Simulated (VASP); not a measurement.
Input of a VASP 6.6.1 run:

File INCAR:

```
SYSTEM = Nb
PREC = Accurate
ENCUT = 520
EDIFF = 1E-6
ISMEAR = -1
SIGMA = 0.1
LREAL = .FALSE.
LASPH = .TRUE.
NELM = 80
ALGO = Normal
ISIF = 2
LWAVE = .FALSE.
LCHARG = .FALSE.
GGA = PS
NBANDS = 20
```

KPOINTS

```
Automatic mesh
0
G
  12 12 7
  0 0 0
```

Contents of POSCAR:

```
Nb
1.0
   -1.6367665204      1.6367665204      1.6367665204
    1.6367665204     -1.6367665204      1.6367665204
    3.2735330409      3.2735330409      0.0000000000
Nb
2
Direct
    0.0000000000      0.0000000000      0.0000000000
    0.5000000000      0.5000000000      0.5000000000
```

Potentials or basis: VASP PAW PBE potentials, release 64 (Nb_sv).

The run is started by

```sh
$ cat potpaw_PBE.64/Nb_sv/POTCAR > POTCAR
$ mpirun -np 1 vasp_std > vasp.out
```

(1) What does it give for the band gap on the k mesh?

(2) Predict the pressure.

## Answers

(1) zero (bands 13 and 14 overlap by 3.37 eV).

(2) -0.5 GPa.

Caveat: the PAW data sets were made with another functional, which shifts forces and pressure a little.
